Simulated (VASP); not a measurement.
# SiNi2 (P6/mmm) in VASP: a series of runs, part 2 of 2

VASP 6.6.1. The steps go on from the part before.

**3. Relaxation of cell and atoms, PBE**

This run uses another cell than the first one, of 11.32 Å³/atom, 1.003 times its volume.

INCAR reads:

```
SYSTEM = SiNi2
ALGO = Normal
EDIFF = 1E-6
EDIFFG = -0.01
ENCUT = 600
GGA = PE
IBRION = 2
ISIF = 3
ISMEAR = 0
LASPH = .True.
LCHARG = .False.
LREAL = .False.
LWAVE = .False.
NELM = 100
NSW = 100
PREC = Accurate
SIGMA = 0.1
```

KPOINTS reads:

```
k-points
0
Gamma
  12 12 18
  0 0 0
```

POSCAR reads:

```
SiNi2
1.0
    3.9695320960      0.0000000000      0.0000000000
   -1.9847660480      3.4377156362      0.0000000000
    0.0000000000      0.0000000000      2.4875827558
Si Ni
1 2
Direct
    0.0000000000      0.0000000000      0.0000000000
    0.3333333333      0.6666666667      0.5000000000
    0.6666666667      0.3333333333      0.5000000000
```

Potentials or basis: VASP PAW PBE potentials, release 64 (Si, Ni).

Run with:

```
$ cat potpaw_PBE.64/Si/POTCAR potpaw_PBE.64/Ni/POTCAR > POTCAR
$ mpirun -np 1 vasp_std > vasp.out
```

OUTCAR:

```text
SYSTEM = SiNi2
   EDIFF = 1E-6
   EDIFFG = -0.01
   ENCUT = 600
   GGA = PE
   IBRION = 2
   ISIF = 3
   ISMEAR = 0
   LASPH = .True.
   LREAL = .False.
   NELM = 100
   NSW = 100
   PREC = Accurate

 ion  position               nearest neighbor table
   1  0.000  0.000  0.000-   2 2.61   3 2.61   2 2.61   3 2.61   2 2.61   2 2.61   3 2.61   3 2.61
                             3 2.61   3 2.61   2 2.61   2 2.61
   2  0.333  0.667  0.500-   3 2.29   3 2.29   3 2.29   1 2.61   1 2.61   1 2.61   1 2.61   1 2.61
                             1 2.61
   3  0.667  0.333  0.500-   2 2.29   2 2.29   2 2.29   1 2.61   1 2.61   1 2.61   1 2.61   1 2.61
                             1 2.61

  LATTYP: Found a hexagonal cell.
 ALAT       =     3.9695320960
 C/A-ratio  =     0.6266690118

  Lattice vectors:

 A1 = (   3.9695320960,   0.0000000000,   0.0000000000)
 A2 = (  -1.9847660480,   3.4377156362,   0.0000000000)
 A3 = (   0.0000000000,   0.0000000000,   2.4875827558)

Analysis of symmetry for initial positions (statically):
=====================================================================
 Subroutine PRICEL returns:
 Original cell was already a primitive cell.

 Routine SETGRP: Setting up the symmetry group for a
 hexagonal supercell.

[... 178 lines left out ...]
  Total       -0.0158917     -0.0158917     -0.1065191      0.0000000      0.0000000      0.0000000
  in kB       -0.7500583     -0.7500583     -5.0274921      0.0000000      0.0000000      0.0000000
  external PRESSURE =      -2.1758696 kB  Pullay stress =       0.0000000 kB
[... 172 lines left out ...]
--------------------------------------- Ionic step        6  -------------------------------------------

 number of electron      23.9999982 magnetization

 Free energy of the ion-electron system (eV)
  ---------------------------------------------------
  ext. energy  EPLUGINS =         0.00000000
  ---------------------------------------------------
  free energy    TOTEN  =       -16.65888397 eV

  energy without entropy =      -16.64557048  energy(sigma->0) =      -16.65222722

 E-fermi :  10.8404     XC(G=0): -12.7696

 val. band max:       10.8354729228   @ k =   0.3333   0.0833   0.3889
 cond. band min:      10.8474911510   @ k =   0.1667   0.0833   0.5000
 fundamental gap:      0.0120182281
 Fermi energy:        10.8404332155

 k-point     1 :       0.0000    0.0000    0.0000
  band No.  band energies     occupation
      1      -1.9555      2.00000
      2       6.1340      2.00000
      3       6.1340      2.00000
      4       7.1159      2.00000
      5       8.2056      2.00000
      6       8.2374      2.00000
[... 433 lines left out ...]
      3       6.5973      2.00000
      4       6.9825      2.00000
      5       7.6234      2.00000
      6       8.0722      2.00000
[... 8 lines left out ...]
     15      17.5840      0.00000
     16      18.2391      0.00000

 [... further k-points ...]

------------------------ aborting loop because EDIFF is reached ----------------------------------------

  FORCE on cell =-STRESS in cart. coord.  units (eV):
  Direction    XX          YY          ZZ          XY          YZ          ZX
  --------------------------------------------------------------------------------------
  -------------------------------------------------------------------------------------
  Total        0.0084823      0.0084823      0.0277208      0.0000000     -0.0000000      0.0000000
  in kB        0.4020689      0.4020689      1.3139984      0.0000000     -0.0000000      0.0000000
  external PRESSURE =       0.7060454 kB  Pullay stress =       0.0000000 kB
[... 18 lines left out ...]
  FREE ENERGIE OF THE ION-ELECTRON SYSTEM (eV)
  ---------------------------------------------------
  free  energy   TOTEN  =       -16.6588839701 eV

  energy  without entropy=      -16.6455704762  energy(sigma->0) =      -16.65222722

 reached required accuracy - stopping structural energy minimisation
```

Run time: 3.2 min. Hardware: 1 thread of Intel Xeon Platinum 8488C (Sapphire Rapids), shared host; peak memory 0.25 GiB.

Results:

| Property | Result |
| --- | --- |
| Free energy | -16.6589 eV |
| Relaxed volume | 11.27 Å³/atom |
| Relaxed cell | a = 3.966 Å, b = 3.966 Å, c = 2.481 Å, α = 90.00°, β = 90.00°, γ = 120.00° |
| Space group after relaxing (to 0.05 Å) | P6/mmm (No. 191) |
| Energy gained by relaxing | 0.1 meV/atom |
| Ionic steps | 6 |
| Pressure after relaxing | 0.1 GPa |
| Band gap on the k mesh | zero (band 12 reaches 12.22 eV, above the bottom of band 13 at 10.29 eV) |

The path:
```csv
step,energy change (eV),largest force (eV/Å),pressure (GPa),volume (Å³)
1,0.0000,0.0000,-0.22,33.95
2,-0.0003,0.0000,-0.32,33.87
3,0.0005,0.0000,0.89,33.64
4,-0.0003,0.0000,-0.09,33.83
5,-0.0003,0.0000,0.19,33.78
6,-0.0003,0.0000,0.07,33.80
```

Final structure:
```
CELL_PARAMETERS angstrom
3.96648 0.00000 0.00000
-1.98324 3.43507 0.00000
0.00000 0.00000 2.48074
ATOMIC_POSITIONS crystal
Si 0.00000 0.00000 0.00000
Ni 0.33333 0.66667 0.50000
Ni 0.66667 0.33333 0.50000
```

**4. Single point, PBE**

This run uses another cell than the first one, of 11.32 Å³/atom, 1.003 times its volume.

INCAR reads:

```
SYSTEM = SiNi2
PREC = Accurate
ENCUT = 520
EDIFF = 1E-6
ISMEAR = 0
SIGMA = 0.1
LREAL = .FALSE.
LASPH = .TRUE.
NELM = 60
ALGO = Fast
ISIF = 2
LWAVE = .FALSE.
LCHARG = .TRUE.
GGA = PE
LELF = .TRUE.
LVHAR = .TRUE.
NBANDS = 19
```

KPOINTS reads:

```
regular mesh
0
G
  6 6 6
  0 0 0
```

POSCAR, as its differences from that of step 3:

```diff
@@ -3,3 +3,3 @@
     3.9695320960      0.0000000000      0.0000000000
-   -1.9847660480      3.4377156362      0.0000000000
+   -1.9847660480      3.4377156363      0.0000000000
     0.0000000000      0.0000000000      2.4875827558
```

Run with:

```
$ cat potpaw_PBE.64/Si/POTCAR potpaw_PBE.64/Ni/POTCAR > POTCAR
$ mpirun -np 1 vasp_std > vasp.out
```

Run time: 11 s. Hardware: 1 thread of Intel Xeon 6975P-C (Granite Rapids), shared host; peak memory 0.15 GiB.

The run converged. Its results:

* Free energy: -16.6626 eV
* Pressure: -0.1 GPa
* Band gap on the k mesh: zero (band 12 reaches 12.04 eV, above the bottom of band 13 at 10.24 eV)

Stress tensor (GPa, compression positive):
```
-0.04  0.00  0.00
 0.00 -0.04  0.00
 0.00  0.00 -0.28
```

Levels at points of the mesh, in eV from the Fermi level:
```tsv
k point	band 10	band 11	band 12	band 13	band 14	band 15
(0.00, 0.00, 0.00)	-0.71	-0.71	0.87	2.31	2.31	2.46
(0.50, 0.00, 0.00)	-1.13	-0.88	-0.64	-0.55	2.34	9.23
(0.00, 0.00, 0.50)	-2.06	-0.23	0.07	4.26	4.26	6.71
(0.50, 0.00, 0.50)	-0.35	-0.07	0.01	0.21	2.13	2.94
```

Caveat: the k points lie up to 0.42 Å⁻¹ apart. Spin polarisation is off, so any magnetic state and its effect on volume and gap are missing.

**5. Relaxation of cell and atoms, PBE**

This run uses another cell than the first one, of 10.39 Å³/atom, 0.921 times its volume.

INCAR reads:

```
SYSTEM = SiNi2
  PREC = Accurate
  ENCUT = 600
  EDIFF = 1E-6
  ISMEAR = 0
  SIGMA = 0.1
  LREAL = .FALSE.
  LASPH = .TRUE.
  NELM = 80
  ALGO = Normal
  ISIF = 3
  LWAVE = .FALSE.
  LCHARG = .FALSE.
  GGA = PE
  IBRION = 2
  NSW = 90
  EDIFFG = -0.04
```

KPOINTS reads:

```
Automatic mesh
0
G
  6 6 6
  0 0 0
```

POSCAR reads:

```
SiNi2
1.0
    3.2179342259      0.0000000000      0.0000000000
   -1.6089671129      2.7868127873      0.0000000000
    0.0000000000      0.0000000000      3.4745136991
Si Ni
1 2
Direct
    0.0000000000      0.0000000000      0.0000000000
    0.3333333333      0.6666666667      0.5000000000
    0.6666666667      0.3333333333      0.5000000000
```

Run with:

```
$ cat potpaw_PBE.64/Si/POTCAR potpaw_PBE.64/Ni/POTCAR > POTCAR
$ mpirun -np 1 vasp_std > vasp.out
```

Wall time 1.9 min (1 thread of Intel Xeon 6975P-C (Granite Rapids), shared host); peak memory 0.17 GiB.

The run converged. Its results:

```
Free energy                            : -16.6569 eV
Relaxed volume                         : 11.29 Å³/atom
Relaxed cell                           : a = 3.968 Å, b = 3.968 Å, c = 2.485 Å, α = 90.00°, β = 90.00°, γ = 120.00°
Space group after relaxing (to 0.05 Å) : P6/mmm (No. 191)
Energy gained by relaxing              : 1628.9 meV/atom
Ionic steps                            : 16
Pressure after relaxing                : -0.1 GPa
Band gap on the k mesh                 : zero (band 12 reaches 12.06 eV, above the bottom of band 13 at 10.27 eV)
```

Stress tensor (GPa, compression positive):
```
-0.16  0.00  0.00
 0.00 -0.16  0.00
 0.00  0.00  0.06
```

The path:
```csv
step,energy change (eV),largest force (eV/Å),pressure (GPa),volume (Å³)
1,0.0000,0.0000,84.00,31.16
2,-1.2648,0.0000,-23.11,60.80
3,-3.2022,0.0000,-9.37,43.65
4,-3.2071,0.0000,-8.21,43.25
5,-3.2083,0.0000,-7.32,42.97
6,-3.7681,0.0000,-7.62,40.23
7,-4.4862,0.0000,22.48,30.89
8,-4.4535,0.0000,-5.81,36.80
9,-4.8534,0.0000,0.79,33.93
10,-4.8628,0.0000,6.45,32.74
11,-4.8764,0.0000,3.73,33.26
12,-4.8744,0.0000,4.83,33.04
13,-4.8517,0.0000,-3.55,34.53
14,-4.8830,0.0000,1.65,33.54
15,-4.8857,0.0000,-0.97,34.07
16,-4.8868,0.0000,-0.08,33.88
```

Final structure:
```
Si Ni
1.0
     3.96804    0.00000    0.00000
    -1.98402    3.43642    0.00000
     0.00000    0.00000    2.48496
Si Ni
1 2
Direct
  0.00000 0.00000 0.00000
  0.33333 0.66667 0.50000
  0.66667 0.33333 0.50000
```

Levels at points of the mesh, in eV from the Fermi level:
```
           k point  band 8  band 9  band 10  band 11  band 12  band 13  band 14  band 15  band 16
(0.00, 0.00, 0.00)   -1.50   -1.50    -0.71    -0.71     0.86     2.32     2.32     2.45     2.45
(0.50, 0.00, 0.00)   -1.66   -1.48    -1.14    -0.88    -0.64    -0.56     2.34     9.23     9.70
(0.00, 0.00, 0.50)   -2.43   -2.07    -2.07    -0.22     0.07     4.27     4.27     6.73     6.80
(0.50, 0.00, 0.50)   -1.46   -0.80    -0.35    -0.07     0.02     0.21     2.14     2.94     4.04
```

Caveat: the k points lie up to 0.42 Å⁻¹ apart in the final cell.

**6. The runs side by side**

| task | cell | k mesh | cutoff (eV) | gap on the mesh (eV) | pressure (GPa) | relaxed volume (Å³/atom) |
| --- | --- | --- | --- | --- | --- | --- |
| single point | a = 3.967, b = 3.967, c = 2.482 Å, angles 90.0, 90.0, 120.0°, 3 atoms | 12 × 12 × 18 | 520 | none | -0.1 | - |
| relaxation of cell and atoms | relaxed from a = 3.970, b = 3.970, c = 2.488 Å, angles 90.0, 90.0, 120.0°, 3 atoms | 12 × 12 × 18 | 600 | none | 0.1 | 11.27 |
| single point | a = 3.970, b = 3.970, c = 2.488 Å, angles 90.0, 90.0, 120.0°, 3 atoms | 6 × 6 × 6 | 520 | none | -0.1 | - |
| relaxation of cell and atoms | relaxed from a = 3.218, b = 3.218, c = 3.475 Å, angles 90.0, 90.0, 120.0°, 3 atoms | 6 × 6 × 6 | 600 | none | -0.1 | 11.29 |

Alike in all rows: level PBE; potentials or basis VASP PAW PBE potentials, release 64 (Si, Ni); no spin polarisation; smearing gaussian 0.1 eV.

Caveats: some runs use coarse meshes.

Absolute energies hang on the potentials; compare differences alone.
